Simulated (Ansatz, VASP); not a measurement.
**One calculation of Yb, two programs**

```
Yb
1.0
     0.00000    2.60966    2.60966
     2.60966    0.00000    2.60966
     2.60966    2.60966    0.00000
Yb
1
Direct
  0.00000 0.00000 0.00000
```

Alike in both runs: task single point; functional r2SCAN; k mesh 10 × 10 × 10; occupations fermi-dirac, width 0.2 eV; no spin polarisation.

```csv
,VASP,Ansatz
version,VASP 6.6.1,Ansatz 0.2.0
potentials or method,"VASP PAW PBE potentials, release 64 (Yb), cutoff 520 eV","plane waves (500 eV) with PAW, scalar-relativistic"
valence electrons in the cell,24,24
```

```csv
,VASP,Ansatz,Ansatz less VASP
pressure (GPa),0.2,0.1,-0.04
```

VASP's potentials were made for PBE, not for r2SCAN. The functional is the same, so the differences come from potentials, cutoffs and numerics.

Spin-orbit coupling is off throughout.
